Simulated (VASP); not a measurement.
Input of a VASP 6.6.1 run:

INCAR

```
PREC = Accurate ; ENCUT = 520
EDIFF = 1E-6 ; ISMEAR = -1
SIGMA = 0.05 ; LREAL = F
LASPH = T ; NELM = 80
ALGO = Normal ; ISIF = 2
LWAVE = F ; LCHARG = F
GGA = PS ; NBANDS = 10
```

The input KPOINTS:

```
regular mesh
0
Gamma
  14 14 14
```

The input POSCAR:

```
Al
1.0
    0.0000000000      2.9976513993      2.9976513993
    2.9976513993      0.0000000000      2.9976513993
    2.9976513993      2.9976513993      0.0000000000
Al
2
Direct
    0.0000000000      0.0000000000      0.0000000000
    0.2500000000      0.2500000000      0.2500000000
```

Potentials or basis: VASP PAW PBE potentials, release 64 (Al).

Run with:

```console
$ cat potpaw_PBE.64/Al/POTCAR > POTCAR
$ mpirun -np 1 vasp_std > vasp.out
```

**Question.** Estimate the pressure.

**Answer.** 0.0 GPa.

**Question.** Estimate the band gap on the k mesh.

**Answer.** Zero (band 3 reaches 5.06 eV, above the bottom of band 4 at 1.49 eV).

Caveat: the PAW data sets were made with another functional, which shifts forces and pressure a little.
